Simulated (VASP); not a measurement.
Input of a VASP 6.6.1 run:

Contents of INCAR:

```
PREC = Accurate ; ENCUT = 600
EDIFF = 1E-6 ; ISMEAR = -1
SIGMA = 0.05 ; LREAL = False
LASPH = True ; NELM = 60
ALGO = Normal ; ISIF = 3
LWAVE = False ; LCHARG = False
IBRION = 2 ; NSW = 80
EDIFFG = -0.02 ; PSTRESS = 50.0
```

KPOINTS

```
regular mesh
0
Gamma
  10 10 10
```

The input POSCAR:

```
BP
1.0
    0.0000000000      2.2690000000      2.2690000000
    2.2690000000      0.0000000000      2.2690000000
    2.2690000000      2.2690000000      0.0000000000
P B
1 1
Direct
    0.7500000000      0.7500000000      0.7500000000
    0.0000000000      0.0000000000      0.0000000000
```

Potentials or basis: VASP PAW LDA potentials, release 64 (P, B).

Launch:

```sh
$ cat potpaw_LDA.64/P/POTCAR potpaw_LDA.64/B/POTCAR > POTCAR
$ mpirun -np 1 vasp_std > vasp.out
```

(1) What does it give for the relaxed volume?

(2) What does it give for the space group after relaxing (to 0.05 Å)?

(3) What does it give for the band gap on the k mesh?

Results:

(1) 11.01 Å³/atom.

(2) F-43m (No. 216).

(3) 1.12 eV, indirect (least direct gap 3.48 eV).

Caveat: the cell is relaxed towards a set pressure, so the enthalpy falls and the energy may rise.
